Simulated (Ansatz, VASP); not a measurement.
**Two plane-wave programs on Fe2Pt**

```
Fe Pt
1.0
     2.71454    0.00000    0.00000
    -1.35727    2.35086    0.00000
     0.00000    0.00000    6.11669
Fe Pt
2 1
Direct
  0.33333 0.66667 0.65059
  0.66667 0.33333 0.34941
  0.00000 0.00000 0.00000
```

Alike in both runs: task single point; functional PBEsol; k mesh 12 × 12 × 6; occupations gaussian, width 0.15 eV; collinear spin.

|  | VASP | Ansatz |
| --- | --- | --- |
| version | VASP 6.6.1 | Ansatz 0.2.0 |
| potentials or method | VASP PAW PBE potentials, release 64 (Fe, Pt), cutoff 520 eV | scalar-relativistic, plane waves, PAW |
| valence electrons in the cell | 26 | 50 |

VASP gave:

| Property | Result |
| --- | --- |
| gap on the k mesh at the Fermi level (eV) | none |
| pressure (GPa) | -0.2 |
| traceless stress, the component that is largest in VASP (GPa) | 0.34 |
| rms of the force components (eV/Å) | 0.003 |
| net moment per atom (μB) | 1.92 |
| size of the moment on the site where the two differ most (μB) | 0.26 |

Which values does Ansatz return?

gap on the k mesh at the Fermi level (eV): none; pressure (GPa): 0.0; traceless stress, the component that is largest in VASP (GPa): 0.26; rms of the force components (eV/Å): 0.006; net moment per atom (μB): 1.93; size of the moment on the site where the two differ most (μB): 0.29.

VASP's potentials were made for PBE, not for PBEsol. Site moments also hang on the region over which each program counts them. Atom by atom the forces differ by 0.009 eV/Å (rms over components). A gap of «none» marks a metal or a gap that the smearing closes. With one functional, cell and mesh, what is left measures potentials, basis and numerics. VASP's potentials hold 26 valence electrons a cell and Ansatz's 50, so a difference there can come from the potentials and not from the codes.

Spin-orbit coupling is off throughout.
